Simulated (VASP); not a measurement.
# GaP4: single point with PBE

GaP4:

```
CELL_PARAMETERS angstrom
5.85268 0.00000 0.00000
0.00000 5.85268 0.00000
0.00000 0.00000 5.85268
ATOMIC_POSITIONS crystal
Ga 0.00000 0.00000 0.00000
Ga 0.50000 0.50000 0.50000
P 0.33924 0.33924 0.33924
P 0.66076 0.66076 0.33924
P 0.66076 0.33924 0.66076
P 0.33924 0.66076 0.66076
P 0.83924 0.83924 0.16076
P 0.16076 0.16076 0.16076
P 0.83924 0.16076 0.83924
P 0.16076 0.83924 0.83924
```

The cell was generated, and may not be a known phase.

| Item | Value |
| --- | --- |
| Program | VASP 6.6.1 |
| Task | single point |
| Functional | PBE |
| Potentials or basis | VASP PAW PBE potentials, release 64 (Ga_d, P) |
| Cutoff | 520 eV |
| k mesh | 4 × 4 × 4 |
| Occupations | gaussian, width 0.1 eV |
| Spin | no spin polarisation |
| Dipole correction | no |
| Further INCAR settings | ALGO = Normal; EDIFF = 1e-06; NBANDS = 44 |

* Pressure: 123.2 GPa
* Largest force: 25.006 eV/Å
* Band gap on the k mesh: zero (bands 33 and 34 overlap by 0.82 eV)

Forces on the atoms (eV/Å):
```
Ga    0.000   0.000   0.000
Ga    0.000   0.000   0.000
P   -14.437 -14.437 -14.437
P    14.437  14.437 -14.437
P    14.437 -14.437  14.437
P   -14.437  14.437  14.437
P   -14.437 -14.437  14.437
P    14.437  14.437  14.437
P   -14.437  14.437 -14.437
P    14.437 -14.437 -14.437
```

Levels at points of the mesh, in eV from the Fermi level:
| k point | band 30 | band 31 | band 32 | band 33 | band 34 | band 35 | band 36 | band 37 |
| --- | --- | --- | --- | --- | --- | --- | --- | --- |
| (0.00, 0.00, 0.00) | -2.78 | -1.42 | -1.42 | 0.44 | 0.44 | 0.44 | 1.16 | 1.17 |
| (0.50, 0.00, 0.00) | -1.92 | -1.02 | -1.02 | -0.19 | -0.19 | 1.01 | 1.01 | 2.35 |
| (0.50, 0.50, 0.00) | -2.80 | -0.63 | -0.63 | -0.22 | -0.22 | 0.81 | 0.81 | 2.02 |
| (0.50, 0.50, 0.50) | -2.24 | -1.34 | -1.34 | 0.61 | 1.29 | 1.29 | 1.29 | 2.78 |

Run time: 2.5 min on 1 thread of Intel(R) Xeon(R) Platinum 8488C (Sapphire Rapids) (shared host), peak memory 0.34 GiB.

Caveat: the cell stands under pressure; forces of over 1 eV/Å act on the atoms, so gaps and moduli don't describe the material at rest.
